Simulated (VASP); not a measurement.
# Ga (Pm-3m) in VASP: further runs

The runs below take Ga through single point, with r2SCAN.

All numbers are computed with VASP 6.6.1; they aren't measurements. Logs are shortened: lines on timing, memory, paths and dates and some standing lists are left out, and cuts for length are marked.

## (1) The cell of the first run

The structure is cubic, space group Pm-3m (No. 221). The conventional cell has a = 2.671 Å, b = 2.671 Å, c = 2.671 Å, α = 90.00°, β = 90.00°, γ = 90.00°. Ga (site symmetry m-3m) has 6 Ga at 2.67 Å within 3.5 Å.

This isn't the form of Ga at room conditions, which is orthorhombic.

## (2) Single point, r2SCAN

Contents of POSCAR:

```
Ga
1.0
    2.6706200767      0.0000000000      0.0000000000
    0.0000000000      2.6706200767      0.0000000000
    0.0000000000      0.0000000000      2.6706200767
Ga
1
Direct
    0.0000000000      0.0000000000      0.0000000000
```

Contents of INCAR.step1:

```
PREC = Accurate
ENCUT = 520
ISMEAR = -1
SIGMA = 0.1
LREAL = F
LASPH = T
NELM = 80
NBANDS = 12
GGA = PE
ALGO = Normal
EDIFF = 1E-4
LWAVE = T
LCHARG = F
```

Contents of INCAR.step2:

```
PREC = Accurate
ENCUT = 520
EDIFF = 1E-7
ISMEAR = -1
SIGMA = 0.1
LREAL = F
LASPH = T
NELM = 80
ALGO = Normal
ISIF = 2
LWAVE = F
LCHARG = F
METAGGA = R2SCAN
LMIXTAU = T
NBANDS = 12
ISTART = 1
```

Contents of KPOINTS:

```
regular mesh
0
Gamma
  11 11 11
```

Potentials or basis: VASP PAW PBE potentials, release 64 (Ga_d).

Command:

```console
$ cat potpaw_PBE.64/Ga_d/POTCAR > POTCAR
$ cp INCAR.step1 INCAR
$ mpirun -np 1 vasp_std > vasp.out
$ cp INCAR.step2 INCAR
$ mpirun -np 1 vasp_std > vasp.out
```

OUTCAR:

```text
PREC = Accurate
   ENCUT = 520
   EDIFF = 1E-7
   ISMEAR = -1
   LREAL = F
   LASPH = T
   NELM = 80
   ISIF = 2
   METAGGA = R2SCAN
   ISTART = 1

 ion  position               nearest neighbor table
   1  0.000  0.000  0.000-

  LATTYP: Found a simple cubic cell.
 ALAT       =     2.6706200767

  Lattice vectors:

 A1 = (   2.6706200767,   0.0000000000,   0.0000000000)
 A2 = (   0.0000000000,   2.6706200767,   0.0000000000)
 A3 = (   0.0000000000,   0.0000000000,   2.6706200767)

Analysis of symmetry for initial positions (statically):
=====================================================================
 Subroutine PRICEL returns:
 Original cell was already a primitive cell.

 Routine SETGRP: Setting up the symmetry group for a
 simple cubic supercell.

 Subroutine GETGRP returns: Found 48 space group operations
 (whereof 48 operations were pure point group operations)
 out of a pool of 48 trial point group operations.

The static configuration has the point symmetry O_h .

Analysis of symmetry for dynamics (positions and initial velocities):
=====================================================================
 Subroutine PRICEL returns:
 Original cell was already a primitive cell.

 Routine SETGRP: Setting up the symmetry group for a
 simple cubic supercell.

 Subroutine GETGRP returns: Found 48 space group operations
 (whereof 48 operations were pure point group operations)
 out of a pool of 48 trial point group operations.

The dynamic configuration has the point symmetry O_h .

 Subroutine INISYM returns: Found 48 space group operations
 (whereof 48 operations are pure point group operations),
 and found     1 'primitive' translations

----------------------------------------------------------------------------------------

                                     Primitive cell

  volume of cell :      19.0474

  direct lattice vectors                    reciprocal lattice vectors
     2.670620077  0.000000000  0.000000000     0.374444875  0.000000000  0.000000000
     0.000000000  2.670620077  0.000000000     0.000000000  0.374444875  0.000000000
     0.000000000  0.000000000  2.670620077     0.000000000  0.000000000  0.374444875

  length of vectors
     2.670620077  2.670620077  2.670620077     0.374444875  0.374444875  0.374444875

  position of ions in fractional coordinates (direct lattice)
     0.000000000  0.000000000  0.000000000

  ion indices of the primitive-cell ions
   primitive index   ion index
                 1           1

----------------------------------------------------------------------------------------

 KPOINTS: regular mesh

Automatic generation of k-mesh.
 Grid dimensions read from file:
 generate k-points for:   11   11   11

 Generating k-lattice:

  Cartesian coordinates                     Fractional coordinates (reciprocal lattice)
     0.034040443  0.000000000  0.000000000     0.090909091  0.000000000  0.000000000
     0.000000000  0.034040443  0.000000000     0.000000000  0.090909091  0.000000000
     0.000000000  0.000000000  0.034040443     0.000000000  0.000000000  0.090909091

  Length of vectors
     0.034040443  0.034040443  0.034040443

  Shift w.r.t. Gamma in fractional coordinates (k-lattice)
     0.000000000  0.000000000  0.000000000

 Subroutine IBZKPT returns following result:
 ===========================================

 Found     56 irreducible k-points:

 Following reciprocal coordinates:
            Coordinates               Weight
  0.000000  0.000000  0.000000      1.000000
  0.090909  0.000000  0.000000      6.000000
  0.181818  0.000000  0.000000      6.000000
  0.272727  0.000000  0.000000      6.000000
  0.363636  0.000000  0.000000      6.000000
  0.454545  0.000000  0.000000      6.000000
[... 16 lines left out ...]
  0.181818  0.090909  0.090909     24.000000
  0.272727  0.090909  0.090909     24.000000
 [... further k-points ...]
   k-points           NKPTS =     56   k-points in BZ     NKDIM =     56   number of bands    NBANDS=     12
   number of dos      NEDOS =    301   number of ions     NIONS =      1
   total plane-waves  NPLWV =   8000
   dimension x,y,z NGX =    20 NGY =   20 NGZ =   20
   dimension x,y,z NGXF=    40 NGYF=   40 NGZF=   40
   ions per type =               1
   NGX,Y,Z   is equivalent  to a cutoff of  12.45, 12.45, 12.45 a.u.
   NGXF,Y,Z  is equivalent  to a cutoff of  24.90, 24.90, 24.90 a.u.
 SYSTEM =  unknown system
   PREC   = accura    normal or accurate (medium, high low for compatibility)
   ISTART =      1    job   : 0-new  1-cont  2-samecut
   ICHARG =      0    charge: 1-file 2-atom 10-const
   ISPIN  =      1    spin polarized calculation?
   LNONCOLLINEAR =      F non collinear calculations
   LSORBIT =      F    spin-orbit coupling
   LASPH  =      T    aspherical Exc in radial PAW
   ENCUT  =  520.0 eV  38.22 Ry    6.18 a.u.   4.97  4.97  4.97*2*pi/ulx,y,z
   NELM   =     80;   NELMIN=  2; NELMDL=  0     # of ELM steps
   EDIFF  = 0.1E-06   stopping-criterion for ELM
   LREAL  =      F    real-space projection
   EDIFFG = 0.1E-05   stopping-criterion for IOM
   NSW    =      0    number of steps for IOM
   IBRION =     -1    ionic relax: 0-MD 1-quasi-New 2-CG
   NFREE  =      0    steps in history (QN), initial steepest desc. (CG)
   ISIF   =      2    stress and relaxation
   ISYM   =      2    0-nonsym 1-usesym 2-fastsym
   POTIM  = 0.5000    time-step for ionic-motion
   TEBEG  =    0.0;   TEEND  =   0.0 temperature during run
   PSTRESS=    0.0 pullay stress
   NELECT =      13.0000    total number of electrons
   NUPDOWN=      -1.0000    fix difference up-down
   EMIN   =  10.00;   EMAX   =-10.00  energy-range for DOS
   EFERMI =   0.00;   METHOD = LEGACY
   ISMEAR =    -1;   SIGMA  =   0.10  broadening in eV -4-tet -1-fermi 0-gaus
   EFERMI_NEDOS =   21; number of points for ismear=-14 and -15
   IALGO  =     38    algorithm
   IMIX   =      4    mixing-type and parameters
     AMIX     =   0.40;   BMIX     =  1.00
     AMIX_MAG =   1.60;   BMIX_MAG =  1.00
  volume/ion in A,a.u.               =      19.05       128.54
  Fermi-wavevector in a.u.,A,eV,Ry     =   1.441376  2.723805 28.266970  2.077564
  Thomas-Fermi vector in A             =   2.560015
   LORBIT       =      0    0 simple, 1 ext, 2 COOP (PROOUT), +10 PAW based schemes
   METAGGA = R2SCAN    functional components
   LHFCALC =     F    Hartree Fock is set to
   AEXX    =    0.0000 exact exchange contribution
   IVDW    =     0    specifies the selected vdW correction
   LEPSILON=     F    determine dielectric tensor
   LRPA    =     F    only Hartree local field effects (RPA)
 non-spin polarized calculation
  energy-cutoff  :      520.00
  volume of cell :       19.05
 maximum number of plane-waves:       526
 NGX is ok and might be reduce to    20
   NGX =  9   NGY =  9   NGZ =  9

 number of electron      12.9999997 magnetization

 Free energy of the ion-electron system (eV)
  ---------------------------------------------------
  ext. energy  EPLUGINS =         0.00000000
  ---------------------------------------------------
  free energy    TOTEN  =       -11.30798271 eV

  energy without entropy =      -11.29160054  energy(sigma->0) =      -11.29979163

 E-fermi :   5.0763     XC(G=0): -11.9429

 val. band max:        4.9328849946   @ k =   0.3636   0.2727   0.0909
 cond. band min:       5.0769398018   @ k =   0.4545   0.4545   0.1818
 fundamental gap:      0.1440548072
 Fermi energy:         5.0762789069

 k-point     1 :       0.0000    0.0000    0.0000
  band No.  band energies     occupation
      1     -10.6425      2.00000
      2     -10.6425      2.00000
      3     -10.0332      2.00000
      4     -10.0332      2.00000
      5     -10.0332      2.00000
      6      -6.3825      2.00000
      7      14.9039      0.00000
      8      14.9039      0.00000
      9      14.9039      0.00000
     10      17.7651      0.00000
     11      17.7651      0.00000
     12      21.4310      0.00000

 k-point     2 :       0.0909    0.0000    0.0000
  band No.  band energies     occupation
      1     -10.6386      2.00000
      2     -10.6107      2.00000
      3     -10.0466      2.00000
      4     -10.0466      2.00000
      5     -10.0321      2.00000
      6      -6.1989      2.00000
      7      12.4579      0.00000
      8      15.0973      0.00000
      9      15.0973      0.00000
     10      17.9190      0.00000
     11      19.5166      0.00000
     12      22.5628      0.00000

 k-point     3 :       0.1818    0.0000    0.0000
  band No.  band energies     occupation
      1     -10.6282      2.00000
      2     -10.5284      2.00000
      3     -10.0825      2.00000
      4     -10.0825      2.00000
      5     -10.0291      2.00000
      6      -5.6432      2.00000
      7       9.1446      0.00000
      8      15.6643      0.00000
      9      15.6643      0.00000
     10      18.3814      0.00000
     11      20.5688      0.00000
     12      26.0887      0.00000
[... 286 lines left out ...]
 k-point    23 :       0.1818    0.0909    0.0909
  band No.  band energies     occupation
      1     -10.5779      2.00000
      2     -10.5016      2.00000
      3     -10.1013      2.00000
      4     -10.0957      2.00000
      5     -10.0561      2.00000
      6      -5.2769      2.00000
      7       9.4561      0.00000
      8      13.0409      0.00000
      9      13.9505      0.00000
     10      21.6399      0.00000
     11      22.8412      0.00000
     12      26.0774      0.00000

 k-point    24 :       0.2727    0.0909    0.0909
  band No.  band energies     occupation
      1     -10.5646      2.00000
      2     -10.3937      2.00000
      3     -10.1519      2.00000
      4     -10.1441      2.00000
      5     -10.0516      2.00000
      6      -4.3456      2.00000
      7       6.3807      0.00000
      8      13.8999      0.00000
      9      14.8233      0.00000
     10      22.4065      0.00000
     11      23.1126      0.00000
     12      25.1200      0.00000

 [... further k-points ...]

------------------------ aborting loop because EDIFF is reached ----------------------------------------

  FORCE on cell =-STRESS in cart. coord.  units (eV):
  Direction    XX          YY          ZZ          XY          YZ          ZX
  --------------------------------------------------------------------------------------
  -------------------------------------------------------------------------------------
  Total       -0.0023414     -0.0023414     -0.0023414     -0.0000000      0.0000000     -0.0000000
  in kB       -0.1969476     -0.1969476     -0.1969476     -0.0000000      0.0000000     -0.0000000
  external PRESSURE =      -0.1969476 kB  Pullay stress =       0.0000000 kB

 VOLUME and BASIS-vectors are now :
 -----------------------------------------------------------------------------
  energy-cutoff  :      520.00
  volume of cell :       19.05
      direct lattice vectors                 reciprocal lattice vectors
     2.670620077  0.000000000  0.000000000     0.374444875  0.000000000  0.000000000
     0.000000000  2.670620077  0.000000000     0.000000000  0.374444875  0.000000000
     0.000000000  0.000000000  2.670620077     0.000000000  0.000000000  0.374444875

 POSITION                                       TOTAL-FORCE (eV/Angst)
 -----------------------------------------------------------------------------------
      0.00000      0.00000      0.00000         0.000000      0.000000      0.000000
 -----------------------------------------------------------------------------------
    total drift:                               -0.000000     -0.000000     -0.000000

  FREE ENERGIE OF THE ION-ELECTRON SYSTEM (eV)
  ---------------------------------------------------
  free  energy   TOTEN  =       -11.3079827078 eV

  energy  without entropy=      -11.2916005445  energy(sigma->0) =      -11.29979163
```

Run time: 41 s. Hardware: 1 thread of AMD EPYC 7R13, shared host; peak memory 0.1 GiB.

What came out:

| Item | Value |
| --- | --- |
| Free energy | -11.3080 eV |
| Pressure | 0.0 GPa |
| Band gap on the k mesh | zero (an odd number of electrons rules out a gap without spin polarisation) |

Levels at points of the mesh, in eV from the Fermi level:
```
           k point  band 3  band 4  band 5  band 6  band 7  band 8  band 9  band 10
(0.00, 0.00, 0.00)  -15.11  -15.11  -15.11  -11.46    9.83    9.83    9.83    12.69
```

Caveat: the PAW data sets were made with another functional, which shifts forces and pressure a little.

## (3) Single point, r2SCAN (16.76 Å³/atom)

This run uses another cell than the first one, of 16.76 Å³/atom.

Contents of POSCAR:

```
Ga
1.0
    2.5592124133      0.0000000000      0.0000000000
    0.0000000000      2.5592124133      0.0000000000
    0.0000000000      0.0000000000      2.5592124133
Ga
1
Direct
    0.0000000000      0.0000000000      0.0000000000
```

Contents of INCAR.step1:

```
SYSTEM = Ga
PREC = Accurate
ENCUT = 520
ISMEAR = -1
SIGMA = 0.1
LREAL = .False.
LASPH = .True.
NELM = 60
NBANDS = 12
GGA = PE
ALGO = Normal
EDIFF = 1E-4
LWAVE = .True.
LCHARG = .False.
```

Contents of INCAR.step2:

```
SYSTEM = Ga
PREC = Accurate
ENCUT = 520
EDIFF = 1E-6
ISMEAR = -1
SIGMA = 0.1
LREAL = .False.
LASPH = .True.
NELM = 60
ALGO = Normal
ISIF = 2
LWAVE = .False.
LCHARG = .False.
METAGGA = R2SCAN
LMIXTAU = .True.
NBANDS = 12
ISTART = 1
```

Contents of KPOINTS:

```
Automatic mesh
0
Gamma
  13 13 13
  0 0 0
```

Potentials or basis: VASP PAW PBE potentials, release 64 (Ga_d).

Command:

```console
$ cat potpaw_PBE.64/Ga_d/POTCAR > POTCAR
$ cp INCAR.step1 INCAR
$ mpirun -np 1 vasp_std > vasp.out
$ cp INCAR.step2 INCAR
$ mpirun -np 1 vasp_std > vasp.out
```

Wall time 74 s (1 thread of AMD EPYC 7R13, shared host); peak memory 0.11 GiB.

It converged, with:

| Property | Result |
| --- | --- |
| Free energy | -11.2384 eV |
| Pressure | 10.3 GPa |
| Band gap on the k mesh | zero (an odd number of electrons rules out a gap without spin polarisation) |

Levels at points of the mesh, in eV from the Fermi level:
```csv
k point,band 4,band 5,band 6,band 7,band 8,band 9
"(0.00, 0.00, 0.00)",-15.10,-15.10,-12.40,10.85,10.85,10.85
```

Caveat: the cell stands under pressure; the PAW data sets were made with another functional, which shifts forces and pressure a little.

## (4) Single point, r2SCAN (17.52 Å³/atom)

This run uses another cell than the first one, of 17.52 Å³/atom.

Contents of POSCAR:

```
Ga
1.0
    2.5974152457      0.0000000000      0.0000000000
    0.0000000000      2.5974152457      0.0000000000
    0.0000000000      0.0000000000      2.5974152457
Ga
1
Direct
    0.0000000000      0.0000000000      0.0000000000
```

Contents of INCAR.step1:

```
SYSTEM = Ga
  ALGO = Normal
  EDIFF = 1E-4
  ENCUT = 520
  GGA = PE
  ISMEAR = -1
  LASPH = .TRUE.
  LCHARG = .FALSE.
  LREAL = .FALSE.
  LWAVE = .TRUE.
  NBANDS = 12
  NELM = 100
  PREC = Accurate
  SIGMA = 0.1
```

Contents of INCAR.step2:

```
SYSTEM = Ga
  ALGO = Normal
  EDIFF = 1E-6
  ENCUT = 520
  ISIF = 2
  ISMEAR = -1
  ISTART = 1
  LASPH = .TRUE.
  LCHARG = .TRUE.
  LELF = .TRUE.
  LMIXTAU = .TRUE.
  LREAL = .FALSE.
  LVHAR = .TRUE.
  LWAVE = .FALSE.
  METAGGA = R2SCAN
  NBANDS = 12
  NELM = 100
  PREC = Accurate
  SIGMA = 0.1
```

Contents of KPOINTS:

```
k-points
0
G
  13 13 13
  0 0 0
```

Command:

```console
$ cat potpaw_PBE.64/Ga_d/POTCAR > POTCAR
$ cp INCAR.step1 INCAR
$ mpirun -np 1 vasp_std > vasp.out
$ cp INCAR.step2 INCAR
$ mpirun -np 1 vasp_std > vasp.out
```

It took 71 s on 1 thread of AMD EPYC 7R13, shared host; peak memory 0.11 GiB.

It converged, with:

| Item | Value |
| --- | --- |
| Free energy | -11.2766 eV |
| Pressure | 5.9 GPa |
| Band gap on the k mesh | zero (an odd number of electrons rules out a gap without spin polarisation) |

Levels at points of the mesh, in eV from the Fermi level:
```
           k point  band 2  band 3  band 4  band 5  band 6  band 7  band 8  band 9  band 10  band 11
(0.00, 0.00, 0.00)  -15.83  -15.09  -15.09  -15.09  -12.05   10.50   10.50   10.50    13.31    13.31
```

Caveat: the cell stands under pressure; the PAW data sets were made with another functional, which shifts forces and pressure a little.

(Continued in part 2 of 2.)
